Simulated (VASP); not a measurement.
Input of a VASP 6.6.1 run:

The input INCAR:

```
SYSTEM = H4CO
PREC = Accurate
ENCUT = 520
EDIFF = 1E-6
ISMEAR = -1
SIGMA = 0.05
LREAL = Auto
LASPH = .TRUE.
NELM = 120
ALGO = Normal
ISIF = 2
LWAVE = .FALSE.
LCHARG = .TRUE.
GGA = PE
IVDW = 12
LELF = .TRUE.
LVHAR = .TRUE.
NBANDS = 66
GGA_COMPAT = .FALSE.
```

Contents of KPOINTS:

```
regular mesh
0
G
  1 1 1
  0 0 0
```

File POSCAR:

```
H4CO
1.0
    6.8512850000      0.0000000000      0.0000000000
    0.0000000000      6.8512850000      0.0000000000
    0.0000000000      0.0000000000      6.8512850000
C O H
6 6 24
Direct
    0.1209116246      0.7151505156      0.7529536430
    0.6294001782      0.3697408588      0.5440147359
    0.2084718414      0.5622740844      0.2640234642
    0.5673826151      0.3452636987      1.0499782158
    0.9956672361      0.1288663368      0.2435163623
    0.5840364253      0.8859068043      0.6893451374
   -0.0288121133      0.7018099524      0.8962406322
    0.8060531710      0.3576263431      0.6535270391
    0.0430284246      0.6844701395      0.2751454654
    0.4279927050      0.2244542447      0.9487563282
    1.1921121366      0.0527638246      0.2285848567
    0.7551284175      0.9721679948      0.7639296862
    0.2032319485      0.5830293149      0.7851081950
   -0.1303988960      0.7925082667      0.8543798718
    0.0607915158      0.7041452808      0.5929398646
    0.1903438552      0.8567881792      0.7629371716
    0.6043683776      0.2343210069      0.4496382795
    0.7890782532      0.4532872301      0.7552159923
    0.4964762085      0.3732000639      0.6366396961
    0.6298672439      0.5004608625      0.4567756268
    0.1973352444      0.4360641836      0.3810672013
   -0.0309576963      0.6835506040      0.1540732870
    0.2084134582      0.5047666241      0.1125774216
    0.3412060657      0.6511041359      0.2906462072
    0.5547134589      0.3787318729      1.2114223828
    0.3445485044      0.1477387089      1.0370025477
    0.7224484166      0.2942367746      1.0279385546
    0.5626389794      0.4976000852      0.9975646904
    0.9913176871      0.2804875290      0.1840238729
    1.1578849807     -0.0895452459      0.2587105922
    0.8964887609      0.0418607604      0.1457098924
    0.9419838760      0.1209991994      0.3965241557
    0.5921079038      0.8276403624      0.5351404882
    0.7790363414      1.0965388245      0.7090932577
    0.5381910109      0.7634772163      0.7853709195
    0.4535499545      0.9767510766      0.6929357048
```

Potentials or basis: VASP PAW PBE potentials, release 64 (C, O, H).

Launch:

```sh
$ cat potpaw_PBE.64/C/POTCAR potpaw_PBE.64/O/POTCAR potpaw_PBE.64/H/POTCAR > POTCAR
$ mpirun -np 1 vasp_gam > vasp.out
```

Q: What does it give for the largest force?

A: 2.100 eV/Å.

Q: Estimate the pressure.

A: -0.3 GPa.

Q: What does it give for the band gap on the k mesh?

A: 5.12 eV.

Q: Estimate the dispersion energy per atom.

A: -0.043 eV.

Stress tensor (GPa, compression positive):
```
 0.24 -2.63 -0.70
-2.63 -0.18 -0.50
-0.70 -0.50 -1.08
```

Caveat: the k points lie up to 0.92 Å⁻¹ apart; the atoms stand as in a frame of molecular dynamics.
